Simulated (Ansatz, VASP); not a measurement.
# Si: VASP beside Ansatz

```
Si
1.0
    -3.30102    3.30102    1.90825
     3.30102   -3.30102    1.90825
     3.30102    3.30102   -1.90825
Si
4
Cartesian
  1.1807 1.1207 -0.0600
  2.1203 2.0603 1.9683
  2.1203 -2.0603 1.9083
  -2.1203 2.1803 1.9083
```

Change from the starting cell: mode 7 frozen in at -0.060 Å and mode 10 at -0.060 Å (largest displacements).

Alike in both runs: task single point; functional LDA; k mesh 10 × 10 × 10; occupations gaussian, width 0.03 eV; no spin polarisation.

```csv
,VASP,Ansatz
version,VASP 6.6.1,Ansatz 0.2.0
potentials or method,"VASP PAW LDA potentials, release 64 (Si), cutoff 520 eV","scalar-relativistic, plane waves, PAW"
valence electrons in the cell,16,16
```

Ansatz gave:

* gap on the k mesh at the Fermi level (eV): none
* pressure (GPa): 0.9
* traceless stress, the component that is largest in VASP (GPa): -1.83
* rms of the force components (eV/Å): 0.861

Question: Estimate VASP's values.

Answer: gap on the k mesh at the Fermi level (eV): none; pressure (GPa): 0.9; traceless stress, the component that is largest in VASP (GPa): -1.84; rms of the force components (eV/Å): 0.862.

Ansatz warns that its potentials were made for another functional, while VASP's fit it. LDA's correlation is that of Perdew and Zunger in VASP and of Perdew and Wang (1992) in Ansatz. Atom by atom the forces differ by 0.002 eV/Å (rms over components). A gap of «none» marks a metal or a gap that the smearing closes.
